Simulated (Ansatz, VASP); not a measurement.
SnTe in VASP and in Ansatz

Contents of INCAR:

```
SYSTEM = SnTe
ALGO = Normal ; EDIFF = 1E-7
ENCUT = 520 ; GGA = PE
ISIF = 2 ; ISMEAR = -1
LASPH = .TRUE. ; LCHARG = .FALSE.
LREAL = .FALSE. ; LWAVE = .FALSE.
NBANDS = 17 ; NELM = 80
PREC = Accurate ; SIGMA = 0.02
```

Contents of KPOINTS:

```
k-points
0
G
  6 6 6
  0 0 0
```

The input POSCAR:

```
SnTe
1.0
    0.0000000000      3.2053449951      3.2053449951
    3.2053449951      0.0000000000      3.2053449951
    3.2053449951      3.2053449951      0.0000000000
Sn Te
1 1
Direct
    0.0000000000      0.0000000000      0.0000000000
    0.5000000000      0.5000000000      0.5000000000
```

Input for Ansatz:

```yaml
crystal:
  lattice:
    - [0.0, 3.2053449951, 3.2053449951]
    - [3.2053449951, 0.0, 3.2053449951]
    - [3.2053449951, 3.2053449951, 0.0]
  atoms:
    - { symbol: Sn, position: [0.0, 0.0, 0.0] }
    - { symbol: Te, position: [0.5, 0.5, 0.5] }
kpoints:
  mp_grid: { grid: [6, 6, 6] }
hamiltonian:
  xc: pbe
scf:
  occupations: { method: fermi_dirac, width: 0.02 }
  n_extra_bands: 4
output:
  forces: true
  stress: true
  eigenvalues: true
```

Alike in both runs: task single point; functional PBE; k mesh 6 × 6 × 6; occupations fermi-dirac, width 0.02 eV; no spin polarisation.

|  | VASP | Ansatz |
| --- | --- | --- |
| version | VASP 6.6.1 | Ansatz 0.2.0 |
| potentials or method | VASP PAW PBE potentials, release 64 (Sn_d, Te) | plane waves, PAW |
| plane-wave cutoff (eV) | 520 | 420 |
| valence electrons in the cell | 20 | 30 |

|  | VASP | Ansatz | Ansatz less VASP |
| --- | --- | --- | --- |
| pressure (GPa) | 0.0 | 0.0 | +0.02 |

VASP's potentials hold 20 valence electrons a cell and Ansatz's 30, so a difference there can come from the potentials and not from the codes.

Neither program's run includes spin-orbit coupling.
